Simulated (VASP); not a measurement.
# ScAl (Pm-3m) in VASP: notebook

Runs on ScAl. Level: LDA. Tasks: single point.

All numbers are computed with VASP 6.6.1; they aren't measurements. Logs are shortened: lines on timing, memory, paths and dates and some standing lists are left out, and cuts for length are marked.

## (1) The cell of the first run

It takes space group Pm-3m (No. 221, cubic). The conventional cell has a = 2.583 Å, b = 2.583 Å, c = 2.583 Å, α = 90.00°, β = 90.00°, γ = 90.00°. Sc (site symmetry m-3m) has 8 Al at 2.24 Å and 6 Sc at 2.58 Å within 3.0 Å. Al (site symmetry m-3m) has 8 Sc at 2.24 Å and 6 Al at 2.58 Å within 3.0 Å.

## (2) Single point, LDA

INCAR reads:

```
ALGO = Normal ; EDIFF = 1E-7
ENCUT = 520 ; ISIF = 2
ISMEAR = -1 ; LASPH = True
LCHARG = False ; LREAL = False
LWAVE = False ; NBANDS = 14
NELM = 100 ; PREC = Accurate
SIGMA = 0.05
```

KPOINTS reads:

```
k-points
0
Gamma
  11 11 11
```

POSCAR reads:

```
ScAl
1.0
    2.5827302062      0.0000000000      0.0000000000
    0.0000000000      2.5827302062      0.0000000000
    0.0000000000      0.0000000000      2.5827302062
Sc Al
1 1
Direct
    0.5000000000      0.5000000000      0.5000000000
    0.0000000000      0.0000000000      0.0000000000
```

Potentials or basis: VASP PAW LDA potentials, release 64 (Sc_sv, Al).

Command:

```bash
$ cat potpaw_LDA.64/Sc_sv/POTCAR potpaw_LDA.64/Al/POTCAR > POTCAR
$ mpirun -np 1 vasp_std > vasp.out
```

OUTCAR:

```text
EDIFF = 1E-7
   ENCUT = 520
   ISIF = 2
   ISMEAR = -1
   LASPH = True
   LREAL = False
   NELM = 100
   PREC = Accurate

 ion  position               nearest neighbor table
   1  0.500  0.500  0.500-   2 2.24   2 2.24   2 2.24   2 2.24   2 2.24   2 2.24   2 2.24   2 2.24

   2  0.000  0.000  0.000-   1 2.24   1 2.24   1 2.24   1 2.24   1 2.24   1 2.24   1 2.24   1 2.24

  LATTYP: Found a simple cubic cell.
 ALAT       =     2.5827302062

  Lattice vectors:

 A1 = (   2.5827302062,   0.0000000000,   0.0000000000)
 A2 = (   0.0000000000,   2.5827302062,   0.0000000000)
 A3 = (   0.0000000000,   0.0000000000,   2.5827302062)

Analysis of symmetry for initial positions (statically):
=====================================================================
 Subroutine PRICEL returns:
 Original cell was already a primitive cell.

 Routine SETGRP: Setting up the symmetry group for a
 simple cubic supercell.

 Subroutine GETGRP returns: Found 48 space group operations
 (whereof 48 operations were pure point group operations)
 out of a pool of 48 trial point group operations.

The static configuration has the point symmetry O_h .

Analysis of symmetry for dynamics (positions and initial velocities):
=====================================================================
 Subroutine PRICEL returns:
 Original cell was already a primitive cell.

 Routine SETGRP: Setting up the symmetry group for a
 simple cubic supercell.

 Subroutine GETGRP returns: Found 48 space group operations
 (whereof 48 operations were pure point group operations)
 out of a pool of 48 trial point group operations.

The dynamic configuration has the point symmetry O_h .

 Subroutine INISYM returns: Found 48 space group operations
 (whereof 48 operations are pure point group operations),
 and found     1 'primitive' translations

----------------------------------------------------------------------------------------

                                     Primitive cell

  volume of cell :      17.2281

  direct lattice vectors                    reciprocal lattice vectors
     2.582730206  0.000000000  0.000000000     0.387187170  0.000000000  0.000000000
     0.000000000  2.582730206  0.000000000     0.000000000  0.387187170  0.000000000
     0.000000000  0.000000000  2.582730206     0.000000000  0.000000000  0.387187170

  length of vectors
     2.582730206  2.582730206  2.582730206     0.387187170  0.387187170  0.387187170

  position of ions in fractional coordinates (direct lattice)
     0.500000000  0.500000000  0.500000000
     0.000000000  0.000000000  0.000000000

  ion indices of the primitive-cell ions
   primitive index   ion index
                 1           1
                 2           2

----------------------------------------------------------------------------------------

 KPOINTS: k-points

Automatic generation of k-mesh.
 Grid dimensions read from file:
 generate k-points for:   11   11   11

 Generating k-lattice:

  Cartesian coordinates                     Fractional coordinates (reciprocal lattice)
     0.035198834  0.000000000  0.000000000     0.090909091  0.000000000  0.000000000
     0.000000000  0.035198834  0.000000000     0.000000000  0.090909091  0.000000000
     0.000000000  0.000000000  0.035198834     0.000000000  0.000000000  0.090909091

  Length of vectors
     0.035198834  0.035198834  0.035198834

  Shift w.r.t. Gamma in fractional coordinates (k-lattice)
     0.000000000  0.000000000  0.000000000

 Subroutine IBZKPT returns following result:
 ===========================================

 Found     56 irreducible k-points:

 Following reciprocal coordinates:
            Coordinates               Weight
  0.000000  0.000000  0.000000      1.000000
  0.090909  0.000000  0.000000      6.000000
  0.181818  0.000000  0.000000      6.000000
  0.272727  0.000000  0.000000      6.000000
  0.363636  0.000000  0.000000      6.000000
  0.454545  0.000000  0.000000      6.000000
[... 16 lines left out ...]
  0.181818  0.090909  0.090909     24.000000
  0.272727  0.090909  0.090909     24.000000
 [... further k-points ...]
   k-points           NKPTS =     56   k-points in BZ     NKDIM =     56   number of bands    NBANDS=     14
   number of dos      NEDOS =    301   number of ions     NIONS =      2
   total plane-waves  NPLWV =   8000
   dimension x,y,z NGX =    20 NGY =   20 NGZ =   20
   dimension x,y,z NGXF=    40 NGYF=   40 NGZF=   40
   ions per type =               1   1
   NGX,Y,Z   is equivalent  to a cutoff of  12.87, 12.87, 12.87 a.u.
   NGXF,Y,Z  is equivalent  to a cutoff of  25.75, 25.75, 25.75 a.u.
 SYSTEM =  unknown system
   PREC   = accura    normal or accurate (medium, high low for compatibility)
   ISTART =      0    job   : 0-new  1-cont  2-samecut
   ICHARG =      2    charge: 1-file 2-atom 10-const
   ISPIN  =      1    spin polarized calculation?
   LNONCOLLINEAR =      F non collinear calculations
   LSORBIT =      F    spin-orbit coupling
   LASPH  =      T    aspherical Exc in radial PAW
   ENCUT  =  520.0 eV  38.22 Ry    6.18 a.u.   4.80  4.80  4.80*2*pi/ulx,y,z
   NELM   =    100;   NELMIN=  2; NELMDL= -5     # of ELM steps
   EDIFF  = 0.1E-06   stopping-criterion for ELM
   LREAL  =      F    real-space projection
   EDIFFG = 0.1E-05   stopping-criterion for IOM
   NSW    =      0    number of steps for IOM
   IBRION =     -1    ionic relax: 0-MD 1-quasi-New 2-CG
   NFREE  =      0    steps in history (QN), initial steepest desc. (CG)
   ISIF   =      2    stress and relaxation
   ISYM   =      2    0-nonsym 1-usesym 2-fastsym
   POTIM  = 0.5000    time-step for ionic-motion
   TEBEG  =    0.0;   TEEND  =   0.0 temperature during run
   PSTRESS=    0.0 pullay stress
   NELECT =      14.0000    total number of electrons
   NUPDOWN=      -1.0000    fix difference up-down
   EMIN   =  10.00;   EMAX   =-10.00  energy-range for DOS
   EFERMI =   0.00;   METHOD = LEGACY
   ISMEAR =    -1;   SIGMA  =   0.05  broadening in eV -4-tet -1-fermi 0-gaus
   EFERMI_NEDOS =   21; number of points for ismear=-14 and -15
   IALGO  =     38    algorithm
   IMIX   =      4    mixing-type and parameters
     AMIX     =   0.40;   BMIX     =  1.00
     AMIX_MAG =   1.60;   BMIX_MAG =  1.00
  volume/ion in A,a.u.               =       8.61        58.13
  Fermi-wavevector in a.u.,A,eV,Ry     =   1.527701  2.886937 31.754249  2.333871
  Thomas-Fermi vector in A             =   2.635561
   LORBIT       =      0    0 simple, 1 ext, 2 COOP (PROOUT), +10 PAW based schemes
   GGA     = CA    functional components
   LHFCALC =     F    Hartree Fock is set to
   AEXX    =    0.0000 exact exchange contribution
   IVDW    =     0    specifies the selected vdW correction
   LEPSILON=     F    determine dielectric tensor
   LRPA    =     F    only Hartree local field effects (RPA)
 non-spin polarized calculation
  energy-cutoff  :      520.00
  volume of cell :       17.23
 maximum number of plane-waves:       476
 NGX is ok and might be reduce to    20
   NGX =  9   NGY =  9   NGZ =  9

 number of electron      13.9999993 magnetization

 Free energy of the ion-electron system (eV)
  ---------------------------------------------------
  ext. energy  EPLUGINS =         0.00000000
  ---------------------------------------------------
  free energy    TOTEN  =        -3.52834760 eV

  energy without entropy =       -3.52328140  energy(sigma->0) =       -3.52581450

 E-fermi :  14.3047     XC(G=0): -14.2723

 val. band max:       14.3010615675   @ k =   0.4545   0.2727   0.0000
 cond. band min:      14.3250774695   @ k =   0.4545   0.1818   0.0909
 fundamental gap:      0.0240159021
 Fermi energy:        14.3047212841

 k-point     1 :       0.0000    0.0000    0.0000
  band No.  band energies     occupation
      1     -33.3087      2.00000
      2     -11.5053      2.00000
      3     -11.5053      2.00000
      4     -11.5053      2.00000
      5       3.9972      2.00000
      6      10.8907      2.00000
      7      10.8907      2.00000
      8      19.5414      0.00000
      9      19.5414      0.00000
     10      19.5414      0.00000
     11      24.0677      0.00000
     12      24.0677      0.00000
     13      24.0677      0.00000
     14      28.4868      0.00000

 k-point     2 :       0.0909    0.0000    0.0000
  band No.  band energies     occupation
      1     -33.2785      2.00000
      2     -11.7216      2.00000
      3     -11.4886      2.00000
      4     -11.4886      2.00000
      5       4.2756      2.00000
      6      11.0263      2.00000
      7      11.0744      2.00000
      8      18.9722      0.00000
      9      18.9722      0.00000
     10      19.5983      0.00000
     11      23.4491      0.00000
     12      24.6538      0.00000
     13      24.6538      0.00000
     14      27.6775      0.00000

 k-point     3 :       0.1818    0.0000    0.0000
  band No.  band energies     occupation
      1     -33.1966      2.00000
      2     -12.2720      2.00000
      3     -11.4434      2.00000
      4     -11.4434      2.00000
      5       5.0266      2.00000
      6      11.4190      2.00000
      7      11.4781      2.00000
      8      17.8389      0.00000
      9      17.8389      0.00000
     10      19.7550      0.00000
     11      22.4448      0.00000
     12      25.8500      0.00000
     13      25.8500      0.00000
     14      25.8519      0.00000
[... 324 lines left out ...]
 k-point    23 :       0.1818    0.0909    0.0909
  band No.  band energies     occupation
      1     -33.1388      2.00000
      2     -12.2285      2.00000
      3     -11.6480      2.00000
      4     -11.6053      2.00000
      5       5.5207      2.00000
      6      11.7127      2.00000
      7      11.7552      2.00000
      8      17.2398      0.00000
      9      17.3330      0.00000
     10      18.6694      0.00000
     11      23.2484      0.00000
     12      25.2168      0.00000
     13      26.0540      0.00000
     14      27.3296      0.00000

 k-point    24 :       0.2727    0.0909    0.0909
  band No.  band energies     occupation
      1     -33.0314      2.00000
      2     -12.8784      2.00000
      3     -11.5777      2.00000
      4     -11.5406      2.00000
      5       6.5126      2.00000
      6      11.8435      2.00000
      7      12.2522      2.00000
      8      16.1076      0.00000
      9      16.5108      0.00000
     10      18.8874      0.00000
     11      22.5964      0.00000
     12      24.7012      0.00000
     13      27.0300      0.00000
     14      27.4153      0.00000

 [... further k-points ...]

------------------------ aborting loop because EDIFF is reached ----------------------------------------

  FORCE on cell =-STRESS in cart. coord.  units (eV):
  Direction    XX          YY          ZZ          XY          YZ          ZX
  --------------------------------------------------------------------------------------
  -------------------------------------------------------------------------------------
  Total       26.1416400     26.1416400     26.1416400     -0.0000000     -0.0000000      0.0000000
  in kB     2431.1193872   2431.1193872   2431.1193872     -0.0000000     -0.0000000      0.0000000
  external PRESSURE =    2431.1193872 kB  Pullay stress =       0.0000000 kB

 VOLUME and BASIS-vectors are now :
 -----------------------------------------------------------------------------
  energy-cutoff  :      520.00
  volume of cell :       17.23
      direct lattice vectors                 reciprocal lattice vectors
     2.582730206  0.000000000  0.000000000     0.387187170  0.000000000  0.000000000
     0.000000000  2.582730206  0.000000000     0.000000000  0.387187170  0.000000000
     0.000000000  0.000000000  2.582730206     0.000000000  0.000000000  0.387187170

 POSITION                                       TOTAL-FORCE (eV/Angst)
 -----------------------------------------------------------------------------------
      1.29137      1.29137      1.29137         0.000000      0.000000      0.000000
      0.00000      0.00000      0.00000         0.000000      0.000000      0.000000
 -----------------------------------------------------------------------------------
    total drift:                                0.000000      0.000000     -0.000000

  FREE ENERGIE OF THE ION-ELECTRON SYSTEM (eV)
  ---------------------------------------------------
  free  energy   TOTEN  =        -3.5283475959 eV

  energy  without entropy=       -3.5232814017  energy(sigma->0) =       -3.52581450
```

Run time: 16 s. Hardware: 1 thread of Intel Xeon 8259CL, shared host; peak memory 0.13 GiB.

Results:

* Free energy: -3.5283 eV
* Pressure: 243.1 GPa
* Band gap on the k mesh: zero (bands 7 and 8 overlap by 0.65 eV)

Levels at points of the mesh, in eV from the Fermi level:
```csv
k point,band 4,band 5,band 6,band 7,band 8,band 9,band 10,band 11
"(0.00, 0.00, 0.00)",-25.81,-10.31,-3.41,-3.41,5.24,5.24,5.24,9.76
```

Caveat: the cell stands under pressure.

## (3) Single point, LDA (8.61 Å³/atom)

INCAR reads:

```
SYSTEM = ScAl
ALGO = Normal
EDIFF = 1E-6
ENCUT = 520
ISIF = 2
ISMEAR = -1
LASPH = .True.
LCHARG = .False.
LREAL = .False.
LWAVE = .False.
NBANDS = 14
NELM = 80
PREC = Accurate
SIGMA = 0.05
```

KPOINTS reads:

```
k-points
0
Gamma
  11 11 11
  0 0 0
```

POSCAR is that of step 2.

Potentials or basis: VASP PAW LDA potentials, release 64 (Sc_sv, Al).

Command:

```bash
$ cat potpaw_LDA.64/Sc_sv/POTCAR potpaw_LDA.64/Al/POTCAR > POTCAR
$ mpirun -np 1 vasp_std > vasp.out
```

OUTCAR:

```text
SYSTEM = ScAl
   EDIFF = 1E-6
   ENCUT = 520
   ISIF = 2
   ISMEAR = -1
   LASPH = .True.
   LREAL = .False.
   NELM = 80
   PREC = Accurate

 ion  position               nearest neighbor table
   1  0.500  0.500  0.500-   2 2.24   2 2.24   2 2.24   2 2.24   2 2.24   2 2.24   2 2.24   2 2.24

   2  0.000  0.000  0.000-   1 2.24   1 2.24   1 2.24   1 2.24   1 2.24   1 2.24   1 2.24   1 2.24

  LATTYP: Found a simple cubic cell.
 ALAT       =     2.5827302062

  Lattice vectors:

 A1 = (   2.5827302062,   0.0000000000,   0.0000000000)
 A2 = (   0.0000000000,   2.5827302062,   0.0000000000)
 A3 = (   0.0000000000,   0.0000000000,   2.5827302062)

Analysis of symmetry for initial positions (statically):
=====================================================================
 Subroutine PRICEL returns:
 Original cell was already a primitive cell.

 Routine SETGRP: Setting up the symmetry group for a
 simple cubic supercell.

 Subroutine GETGRP returns: Found 48 space group operations
 (whereof 48 operations were pure point group operations)
 out of a pool of 48 trial point group operations.

The static configuration has the point symmetry O_h .

Analysis of symmetry for dynamics (positions and initial velocities):
=====================================================================
 Subroutine PRICEL returns:
 Original cell was already a primitive cell.

 Routine SETGRP: Setting up the symmetry group for a
 simple cubic supercell.

 Subroutine GETGRP returns: Found 48 space group operations
 (whereof 48 operations were pure point group operations)
 out of a pool of 48 trial point group operations.

The dynamic configuration has the point symmetry O_h .

 Subroutine INISYM returns: Found 48 space group operations
 (whereof 48 operations are pure point group operations),
 and found     1 'primitive' translations

----------------------------------------------------------------------------------------

                                     Primitive cell
[... 120 lines left out ...]
   LEPSILON=     F    determine dielectric tensor
   LRPA    =     F    only Hartree local field effects (RPA)
 non-spin polarized calculation
  energy-cutoff  :      520.00
  volume of cell :       17.23
 maximum number of plane-waves:       476
 NGX is ok and might be reduce to    20
   NGX =  9   NGY =  9   NGZ =  9

 number of electron      13.9999993 magnetization

 Free energy of the ion-electron system (eV)
  ---------------------------------------------------
  ext. energy  EPLUGINS =         0.00000000
  ---------------------------------------------------
  free energy    TOTEN  =        -3.52834759 eV

  energy without entropy =       -3.52328140  energy(sigma->0) =       -3.52581450

 E-fermi :  14.3047     XC(G=0): -14.2723

 val. band max:       14.3010615675   @ k =   0.4545   0.2727   0.0000
 cond. band min:      14.3250774697   @ k =   0.4545   0.1818   0.0909
 fundamental gap:      0.0240159022
 Fermi energy:        14.3047212844

 k-point     1 :       0.0000    0.0000    0.0000
  band No.  band energies     occupation
      1     -33.3087      2.00000
      2     -11.5053      2.00000
      3     -11.5053      2.00000
      4     -11.5053      2.00000
      5       3.9972      2.00000
      6      10.8907      2.00000
      7      10.8907      2.00000
      8      19.5414      0.00000
      9      19.5414      0.00000
     10      19.5414      0.00000
     11      24.0677      0.00000
     12      24.0677      0.00000
     13      24.0677      0.00000
     14      28.4868      0.00000
[... 377 lines left out ...]
      1     -33.0314      2.00000
      2     -12.8784      2.00000
      3     -11.5777      2.00000
      4     -11.5406      2.00000
      5       6.5126      2.00000
      6      11.8435      2.00000
      7      12.2522      2.00000
      8      16.1076      0.00000
      9      16.5108      0.00000
     10      18.8874      0.00000
     11      22.5964      0.00000
     12      24.7012      0.00000
     13      27.0300      0.00000
     14      27.4153      0.00000

 [... further k-points ...]

------------------------ aborting loop because EDIFF is reached ----------------------------------------

  FORCE on cell =-STRESS in cart. coord.  units (eV):
  Direction    XX          YY          ZZ          XY          YZ          ZX
  --------------------------------------------------------------------------------------
  -------------------------------------------------------------------------------------
  Total       26.1410383     26.1410383     26.1410383     -0.0000000      0.0000000     -0.0000000
  in kB     2431.0634270   2431.0634270   2431.0634270     -0.0000000      0.0000000     -0.0000000
  external PRESSURE =    2431.0634270 kB  Pullay stress =       0.0000000 kB

 VOLUME and BASIS-vectors are now :
 -----------------------------------------------------------------------------
  energy-cutoff  :      520.00
  volume of cell :       17.23
      direct lattice vectors                 reciprocal lattice vectors
     2.582730206  0.000000000  0.000000000     0.387187170  0.000000000  0.000000000
     0.000000000  2.582730206  0.000000000     0.000000000  0.387187170  0.000000000
     0.000000000  0.000000000  2.582730206     0.000000000  0.000000000  0.387187170

 POSITION                                       TOTAL-FORCE (eV/Angst)
 -----------------------------------------------------------------------------------
      1.29137      1.29137      1.29137         0.000000      0.000000      0.000000
      0.00000      0.00000      0.00000         0.000000      0.000000      0.000000
 -----------------------------------------------------------------------------------
    total drift:                                0.000000      0.000000     -0.000000

  FREE ENERGIE OF THE ION-ELECTRON SYSTEM (eV)
  ---------------------------------------------------
  free  energy   TOTEN  =        -3.5283475928 eV

  energy  without entropy=       -3.5232813986  energy(sigma->0) =       -3.52581450
```

Wall time 20 s (1 thread of Intel Xeon 8259CL, shared host); peak memory 0.13 GiB.

Results:

* Free energy: -3.5283 eV
* Pressure: 243.1 GPa
* Band gap on the k mesh: zero (bands 7 and 8 overlap by 0.65 eV)

Caveat: the cell stands under pressure.

(Part 1 of 4 ends here.)
